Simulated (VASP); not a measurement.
Set up this calculation in VASP 6.6.1, as the native input.

| Quantity | Value |
| --- | --- |
| Task | single point |
| Functional | r2SCAN |
| Potentials or basis | VASP PAW PBE potentials, release 64 (Ge_d, F, Zn) |
| Cutoff | 520 eV |
| k mesh | 7 × 7 × 7 |
| Occupations | fermi-dirac, width 0.1 eV |
| Spin | no spin polarisation |
| Dipole correction | no |
| Further INCAR settings | ALGO = Normal; EDIFF = 1e-07; NBANDS = 38 |

Zn2Ge2F:

```xyz
5
Lattice="0.0000 3.7376 0.0000 3.7376 0.0000 0.0000 1.8688 1.8688 -5.9974" Properties=species:S:1:pos:R:3 pbc="T T T"
Ge    1.8688    1.8688   -1.2302
Ge    3.7376    3.7376   -4.7673
F     0.0000    0.0000    0.0000
Zn    1.8688    3.7376   -2.9987
Zn    3.7376    1.8688   -2.9987
```

One way to write it, as run:

POSCAR

```
Zn2Ge2F
1.0
    0.0000000000      3.7376266255      0.0000000000
    3.7376266255      0.0000000000      0.0000000000
    1.8688133128      1.8688133128     -5.9974286943
Ge F Zn
2 1 2
Direct
    0.3974420598      0.3974420598      0.2051158804
    0.6025579402      0.6025579402      0.7948841196
    0.0000000000      0.0000000000      0.0000000000
    0.7500000000      0.2500000000      0.5000000000
    0.2500000000      0.7500000000      0.5000000000
```

INCAR.step1

```
PREC = Accurate
ENCUT = 520
ISMEAR = -1
SIGMA = 0.1
LREAL = False
LASPH = True
NELM = 60
NBANDS = 38
GGA = PE
ALGO = Normal
EDIFF = 1E-4
LWAVE = True
LCHARG = False
```

INCAR.step2

```
PREC = Accurate
ENCUT = 520
EDIFF = 1E-7
ISMEAR = -1
SIGMA = 0.1
LREAL = False
LASPH = True
NELM = 60
ALGO = Normal
ISIF = 2
LWAVE = False
LCHARG = False
METAGGA = R2SCAN
LMIXTAU = True
NBANDS = 38
ISTART = 1
```

KPOINTS

```
Automatic mesh
0
Gamma
  7 7 7
```

Potentials or basis: VASP PAW PBE potentials, release 64 (Ge_d, F, Zn).

Command:

```sh
$ cat potpaw_PBE.64/Ge_d/POTCAR potpaw_PBE.64/F/POTCAR potpaw_PBE.64/Zn/POTCAR > POTCAR
$ cp INCAR.step1 INCAR
$ mpirun -np 1 vasp_std > vasp.out
$ cp INCAR.step2 INCAR
$ mpirun -np 1 vasp_std > vasp.out
```

It gave:

The pressure is 0.1 GPa and the largest force is 0.010 eV/Å. The band gap on the k mesh is zero (an odd number of electrons rules out a gap without spin polarisation).

Caveat: the PAW data sets were made with another functional, which shifts forces and pressure a little; an odd number of electrons without spin polarisation forces a metal; a magnetic or distorted state may lie lower.

Wall time 6.4 min on 1 thread of Intel(R) Xeon(R) Platinum 8259CL CPU @ 2.50GHz (Skylake/Cascade Lake) (shared host), peak memory 0.28 GiB.
